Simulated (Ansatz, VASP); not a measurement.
# Two plane-wave programs on Ag

```
CELL_PARAMETERS angstrom
2.68536 0.00000 0.00000
0.00000 2.68536 0.00000
0.00000 0.00000 2.68536
ATOMIC_POSITIONS crystal
Ag 0.00000 0.00000 0.00000
```

Alike in both runs: task single point; functional PBEsol; k mesh 16 × 16 × 16; occupations gaussian, width 0.001 eV; no spin polarisation.

```csv
,VASP,Ansatz
version,VASP 6.6.1,Ansatz 0.2.0
potentials or method,"VASP PAW PBE potentials, release 64 (Ag), cutoff 520 eV","PAW with Ansatz's default frozen-core files, scalar-relativistic"
valence electrons in the cell,11,19
```

|  | VASP | Ansatz | Ansatz less VASP |
| --- | --- | --- | --- |
| gap on the k mesh at the Fermi level (eV) | none | none | - |
| pressure (GPa) | -0.2 | -0.1 | +0.18 |

VASP's potentials were made for PBE, not for PBEsol. A gap of «none» marks a metal or a gap that the smearing closes. VASP's potentials hold 11 valence electrons a cell and Ansatz's 19, so a difference there can come from the potentials and not from the codes.
